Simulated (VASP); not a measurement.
# SiC (P-4) in VASP: single point with PBE

Aim: the single point of SiC with PBE.

All numbers are computed with VASP 6.6.1; they aren't measurements. Logs are shortened: lines on timing, memory, paths and dates and some standing lists are left out, and cuts for length are marked.

## (1) The cell of the first run

It takes space group P-4 (No. 81, tetragonal). The conventional cell has a = 4.364 Å, b = 4.364 Å, c = 4.346 Å, α = 90.00°, β = 90.00°, γ = 90.00°. Si (site symmetry 1) has 3 C at 1.66 to 1.85 Å within 2.2 Å. Within 2.4 Å of C (site symmetry 2) lie 4 Si at 1.82 to 2.31 Å. C (site symmetry -4) has 4 Si at 1.66 Å within 2.2 Å. C (site symmetry -4) has 4 Si at 1.85 Å within 2.5 Å.

## (2) Single point, PBE

INCAR reads:

```
PREC = Accurate
ENCUT = 520
EDIFF = 1E-7
ISMEAR = 0
SIGMA = 0.1
LREAL = F
LASPH = T
NELM = 80
ALGO = Normal
ISIF = 2
LWAVE = F
LCHARG = F
GGA = PE
NBANDS = 26
```

KPOINTS reads:

```
regular mesh
0
Gamma
  4 4 4
```

POSCAR reads:

```
SiC
1.0
    4.3640189300      0.0000000000      0.0000000000
    0.0000000000      4.3640189300      0.0000000000
    0.0000000000      0.0000000000      4.3459615500
Si C
4 4
Direct
    0.7294777900      0.8055374600      0.8140122300
    0.8055374600      0.2705222100      0.1859877700
    0.1944625400      0.7294777900      0.1859877700
    0.2705222100      0.1944625400      0.8140122300
    0.0000000000      0.5000000000      0.4767099000
    0.0000000000      0.0000000000      0.0000000000
    0.5000000000      0.5000000000      0.0000000000
    0.5000000000      0.0000000000      0.5232901000
```

Potentials or basis: VASP PAW PBE potentials, release 64 (Si, C).

The run is started by

```bash
cat potpaw_PBE.64/Si/POTCAR potpaw_PBE.64/C/POTCAR > POTCAR
mpirun -np 1 vasp_std > vasp.out
```

OUTCAR:

```text
PREC = Accurate
   ENCUT = 520
   EDIFF = 1E-7
   ISMEAR = 0
   LREAL = F
   LASPH = T
   NELM = 80
   ISIF = 2
   GGA = PE

 ion  position               nearest neighbor table
   1  0.729  0.806  0.814-   6 1.66   8 1.82   7 1.85   5 2.31   2 2.62   3 2.62   4 2.63   2 2.86
                             3 2.86   4 2.91
   2  0.806  0.271  0.186-   6 1.66   5 1.82   7 1.85   8 2.31   1 2.62   4 2.62   3 2.63   1 2.86
                             4 2.86   3 2.91
   3  0.194  0.729  0.186-   6 1.66   5 1.82   7 1.85   8 2.31   1 2.62   4 2.62   2 2.63   1 2.86
                             4 2.86   2 2.91
   4  0.271  0.194  0.814-   6 1.66   8 1.82   7 1.85   5 2.31   2 2.62   3 2.62   1 2.63   3 2.86
                             2 2.86   1 2.91
   5  0.000  0.500  0.477-   2 1.82   3 1.82   1 2.31   4 2.31
   6  0.000  0.000  0.000-   1 1.66   2 1.66   3 1.66   4 1.66
   7  0.500  0.500  0.000-   1 1.85   2 1.85   3 1.85   4 1.85
   8  0.500  0.000  0.523-   1 1.82   4 1.82   3 2.31   2 2.31

  LATTYP: Found a simple tetragonal cell.
 ALAT       =     4.3640189300
 C/A-ratio  =     0.9958622132

  Lattice vectors:

 A1 = (   4.3640189300,   0.0000000000,   0.0000000000)
 A2 = (   0.0000000000,   4.3640189300,   0.0000000000)
 A3 = (   0.0000000000,   0.0000000000,   4.3459615500)

Analysis of symmetry for initial positions (statically):
=====================================================================
 Subroutine PRICEL returns:
 Original cell was already a primitive cell.

 Routine SETGRP: Setting up the symmetry group for a
 simple tetragonal supercell.

 Subroutine GETGRP returns: Found  4 space group operations
 (whereof  4 operations were pure point group operations)
 out of a pool of 16 trial point group operations.

The static configuration has the point symmetry S_4 .

Analysis of symmetry for dynamics (positions and initial velocities):
=====================================================================
 Subroutine PRICEL returns:
 Original cell was already a primitive cell.

 Routine SETGRP: Setting up the symmetry group for a
 simple tetragonal supercell.

 Subroutine GETGRP returns: Found  4 space group operations
 (whereof  4 operations were pure point group operations)
 out of a pool of 16 trial point group operations.

The dynamic configuration has the point symmetry S_4 .

 Subroutine INISYM returns: Found  4 space group operations
 (whereof  4 operations are pure point group operations),
 and found     1 'primitive' translations

----------------------------------------------------------------------------------------

                                     Primitive cell

  volume of cell :      82.7674

  direct lattice vectors                    reciprocal lattice vectors
     4.364018930  0.000000000  0.000000000     0.229146577  0.000000000  0.000000000
     0.000000000  4.364018930  0.000000000     0.000000000  0.229146577  0.000000000
     0.000000000  0.000000000  4.345961550     0.000000000  0.000000000  0.230098676

  length of vectors
     4.364018930  4.364018930  4.345961550     0.229146577  0.229146577  0.230098676

  position of ions in fractional coordinates (direct lattice)
     0.729477790  0.805537460  0.814012230
     0.805537460  0.270522210  0.185987770
     0.194462540  0.729477790  0.185987770
     0.270522210  0.194462540  0.814012230
     0.000000000  0.500000000  0.476709900
     0.000000000  0.000000000  0.000000000
     0.500000000  0.500000000  0.000000000
     0.500000000  0.000000000  0.523290100

  ion indices of the primitive-cell ions
   primitive index   ion index
                 1           1
                 2           2
                 3           3
                 4           4
                 5           5
                 6           6
                 7           7
                 8           8

----------------------------------------------------------------------------------------

 KPOINTS: regular mesh

Automatic generation of k-mesh.
 Grid dimensions read from file:
 generate k-points for:    4    4    4

 Generating k-lattice:

  Cartesian coordinates                     Fractional coordinates (reciprocal lattice)
     0.057286644  0.000000000  0.000000000     0.250000000  0.000000000  0.000000000
     0.000000000  0.057286644  0.000000000     0.000000000  0.250000000  0.000000000
     0.000000000  0.000000000  0.057524669     0.000000000  0.000000000  0.250000000

  Length of vectors
     0.057286644  0.057286644  0.057524669

  Shift w.r.t. Gamma in fractional coordinates (k-lattice)
     0.000000000  0.000000000  0.000000000

 Subroutine IBZKPT returns following result:
 ===========================================

 Found     18 irreducible k-points:

 Following reciprocal coordinates:
            Coordinates               Weight
  0.000000  0.000000  0.000000      1.000000
  0.250000  0.000000  0.000000      4.000000
  0.500000  0.000000  0.000000      2.000000
  0.250000  0.250000  0.000000      4.000000
  0.500000  0.250000  0.000000      4.000000
  0.500000  0.500000  0.000000      1.000000
[... 10 lines left out ...]
  0.500000  0.250000  0.500000      4.000000
  0.500000  0.500000  0.500000      1.000000
   k-points           NKPTS =     18   k-points in BZ     NKDIM =     18   number of bands    NBANDS=     26
   number of dos      NEDOS =    301   number of ions     NIONS =      8
   total plane-waves  NPLWV =  32768
   dimension x,y,z NGX =    32 NGY =   32 NGZ =   32
   dimension x,y,z NGXF=    64 NGYF=   64 NGZF=   64
   ions per type =               4   4
   NGX,Y,Z   is equivalent  to a cutoff of  12.19, 12.19, 12.24 a.u.
   NGXF,Y,Z  is equivalent  to a cutoff of  24.38, 24.38, 24.48 a.u.
 SYSTEM =  unknown system
   PREC   = accura    normal or accurate (medium, high low for compatibility)
   ISTART =      0    job   : 0-new  1-cont  2-samecut
   ICHARG =      2    charge: 1-file 2-atom 10-const
   ISPIN  =      1    spin polarized calculation?
   LNONCOLLINEAR =      F non collinear calculations
   LSORBIT =      F    spin-orbit coupling
   LASPH  =      T    aspherical Exc in radial PAW
   ENCUT  =  520.0 eV  38.22 Ry    6.18 a.u.   8.11  8.11  8.08*2*pi/ulx,y,z
   NELM   =     80;   NELMIN=  2; NELMDL= -5     # of ELM steps
   EDIFF  = 0.1E-06   stopping-criterion for ELM
   LREAL  =      F    real-space projection
   EDIFFG = 0.1E-05   stopping-criterion for IOM
   NSW    =      0    number of steps for IOM
   IBRION =     -1    ionic relax: 0-MD 1-quasi-New 2-CG
   NFREE  =      0    steps in history (QN), initial steepest desc. (CG)
   ISIF   =      2    stress and relaxation
   ISYM   =      2    0-nonsym 1-usesym 2-fastsym
   POTIM  = 0.5000    time-step for ionic-motion
   TEBEG  =    0.0;   TEEND  =   0.0 temperature during run
   PSTRESS=    0.0 pullay stress
   NELECT =      32.0000    total number of electrons
   NUPDOWN=      -1.0000    fix difference up-down
   EMIN   =  10.00;   EMAX   =-10.00  energy-range for DOS
   EFERMI =   0.00;   METHOD = LEGACY
   ISMEAR =     0;   SIGMA  =   0.10  broadening in eV -4-tet -1-fermi 0-gaus
   EFERMI_NEDOS =   21; number of points for ismear=-14 and -15
   IALGO  =     38    algorithm
   IMIX   =      4    mixing-type and parameters
     AMIX     =   0.40;   BMIX     =  1.00
     AMIX_MAG =   1.60;   BMIX_MAG =  1.00
  volume/ion in A,a.u.               =      10.35        69.82
  Fermi-wavevector in a.u.,A,eV,Ry     =   1.192628  2.253741 19.352414  1.422362
  Thomas-Fermi vector in A             =   2.328662
   LORBIT       =      0    0 simple, 1 ext, 2 COOP (PROOUT), +10 PAW based schemes
   GGA     = PE    functional components
   LHFCALC =     F    Hartree Fock is set to
   AEXX    =    0.0000 exact exchange contribution
   IVDW    =     0    specifies the selected vdW correction
   LEPSILON=     F    determine dielectric tensor
   LRPA    =     F    only Hartree local field effects (RPA)
 non-spin polarized calculation
 Gauss-broadening in eV      SIGMA  =   0.10
  energy-cutoff  :      520.00
  volume of cell :       82.77
 maximum number of plane-waves:      2272
   NGX = 17   NGY = 17   NGZ = 17

 number of electron      32.0000006 magnetization

 Free energy of the ion-electron system (eV)
  ---------------------------------------------------
  ext. energy  EPLUGINS =         0.00000000
  ---------------------------------------------------
  free energy    TOTEN  =       -52.36941514 eV

  energy without entropy =      -52.36288296  energy(sigma->0) =      -52.36614905

 E-fermi :   8.8586     XC(G=0): -11.3287

 val. band max:        8.7938797536   @ k =   0.5000   0.2500   0.5000
 cond. band min:       8.9175614602   @ k =   0.5000   0.5000   0.0000
 fundamental gap:      0.1236817065
 Fermi energy:         8.8586159300

 k-point     1 :       0.0000    0.0000    0.0000
  band No.  band energies     occupation
      1      -8.7043      2.00000
      2      -4.2304      2.00000
      3      -2.3745      2.00000
      4      -1.9715      2.00000
      5      -1.0364      2.00000
      6      -1.0364      2.00000
[... 18 lines left out ...]
     25      16.2642      0.00000
     26      16.5578      0.00000

 k-point     2 :       0.2500    0.0000    0.0000
  band No.  band energies     occupation
      1      -8.3921      2.00000
      2      -5.0705      2.00000
      3      -2.7563      2.00000
      4      -1.9531      2.00000
      5      -0.7448      2.00000
      6       0.1059      2.00000
[... 18 lines left out ...]
     25      16.9621      0.00000
[... 434 lines left out ...]
     25      16.0859      0.00000
     26      16.7765      0.00000

 k-point    18 :       0.5000    0.5000    0.5000
  band No.  band energies     occupation
      1      -7.2197      2.00000
      2      -4.5209      2.00000
      3      -3.6297      2.00000
      4      -3.6297      2.00000
      5      -1.5346      2.00000
      6      -1.5346      2.00000
[... 18 lines left out ...]
     25      15.0476      0.00000
     26      16.1321      0.00000

------------------------ aborting loop because EDIFF is reached ----------------------------------------

  FORCE on cell =-STRESS in cart. coord.  units (eV):
  Direction    XX          YY          ZZ          XY          YZ          ZX
  --------------------------------------------------------------------------------------
  -------------------------------------------------------------------------------------
  Total       15.8255289     15.8255289      5.3792231      0.0000001      0.0000000      0.0000000
  in kB      306.3442161    306.3442161    104.1288348      0.0000014      0.0000000      0.0000000
  external PRESSURE =     238.9390890 kB  Pullay stress =       0.0000000 kB

 VOLUME and BASIS-vectors are now :
 -----------------------------------------------------------------------------
  energy-cutoff  :      520.00
  volume of cell :       82.77
      direct lattice vectors                 reciprocal lattice vectors
     4.364018930  0.000000000  0.000000000     0.229146577  0.000000000  0.000000000
     0.000000000  4.364018930  0.000000000     0.000000000  0.229146577  0.000000000
     0.000000000  0.000000000  4.345961550     0.000000000  0.000000000  0.230098676

 POSITION                                       TOTAL-FORCE (eV/Angst)
 -----------------------------------------------------------------------------------
      3.18345      3.51538      3.53767        -3.015249     -5.372972     -7.460998
      3.51538      1.18056      0.80830        -5.372972      3.015249      7.460998
      0.84864      3.18345      0.80830         5.372972     -3.015249      7.460998
      1.18056      0.84864      3.53767         3.015249      5.372972     -7.460998
      0.00000      2.18201      2.07176        -0.000000      0.000000      1.738366
      0.00000      0.00000      0.00000        -0.000000      0.000000      0.000000
      2.18201      2.18201      0.00000        -0.000000      0.000000      0.000000
      2.18201      0.00000      2.27420        -0.000000      0.000000     -1.738366
 -----------------------------------------------------------------------------------
    total drift:                               -0.000000     -0.000000     -0.000000

  FREE ENERGIE OF THE ION-ELECTRON SYSTEM (eV)
  ---------------------------------------------------
  free  energy   TOTEN  =       -52.3694151404 eV

  energy  without entropy=      -52.3628829593  energy(sigma->0) =      -52.36614905
```

It took 46 s on 1 thread of Intel Xeon 8259CL, shared host; peak memory 0.18 GiB.

Results:

| Item | Value |
| --- | --- |
| Free energy | -52.3694 eV |
| Pressure | 23.9 GPa |
| Largest force | 9.676 eV/Å |
| Band gap on the k mesh | zero (band 16 reaches 9.23 eV, above the bottom of band 17 at 8.54 eV) |

Forces in eV/Å, atoms in the order of the input:
```
Si  -3.015 -5.373 -7.461
Si  -5.373  3.015  7.461
Si   5.373 -3.015  7.461
Si   3.015  5.373 -7.461
C    0.000  0.000  1.738
C    0.000  0.000  0.000
C    0.000  0.000  0.000
C    0.000  0.000 -1.738
```

Levels at points of the mesh, in eV from the Fermi level:
```csv
k point,band 14,band 15,band 16,band 17,band 18,band 19
"(0.00, 0.00, 0.00)",-2.42,-0.46,-0.27,0.09,0.09,2.25
"(0.50, 0.00, 0.00)",-2.31,-1.72,-1.36,1.30,1.44,3.88
"(0.50, 0.50, 0.00)",-4.06,-0.77,0.06,2.99,2.99,3.05
"(0.00, 0.00, 0.50)",-3.42,-0.78,-0.78,1.22,2.37,2.67
"(0.50, 0.00, 0.50)",-2.38,-1.39,-0.21,2.24,2.89,5.23
"(0.50, 0.50, 0.50)",-1.03,0.19,0.38,2.75,2.84,3.58
```

Caveat: the k points lie up to 0.36 Å⁻¹ apart; forces of over 1 eV/Å act on the atoms, so gaps and moduli don't describe the material at rest.
